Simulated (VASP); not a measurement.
**Cu: single point with PBE**

System: Cu, a slab with vacuum.

```
Cu
1.0
     2.56651    0.00000    0.00000
    -1.28326    2.22267    0.00000
     0.00000    0.00000   20.19110
Cu
3
Direct
  0.16667 0.33333 0.39621
  0.50000 0.00000 0.50000
  0.83333 0.66667 0.60379
```

| Item | Value |
| --- | --- |
| Program | VASP 6.6.1 |
| Task | single point |
| Functional | PBE |
| Potentials or basis | VASP PAW PBE potentials, release 64 (Cu) |
| Cutoff | 520 eV |
| k mesh | 15 × 15 × 1 |
| Occupations | fermi-dirac, width 0.1 eV |
| Spin | no spin polarisation |

```yaml
Largest_force: 0.079 eV/Å
Band_gap_on_the_k_mesh: zero (an odd number of electrons rules out a gap without spin polarisation)
```

Forces on the atoms (eV/Å):
```
Cu   0.000  0.000  0.079
Cu   0.000  0.000  0.000
Cu   0.000  0.000 -0.079
```

Levels at points of the mesh, in eV from the Fermi level:
```tsv
k point	band 13	band 14	band 15	band 16	band 17	band 18	band 19	band 20	band 21	band 22
(0.00, 0.00, 0.00)	-2.12	-1.83	-1.83	-1.62	-1.62	-1.53	-0.08	4.15	4.68	5.21
```

Run time: 3.6 min on 1 thread of Intel Xeon 8259CL, on a shared host, peak memory 0.25 GiB.
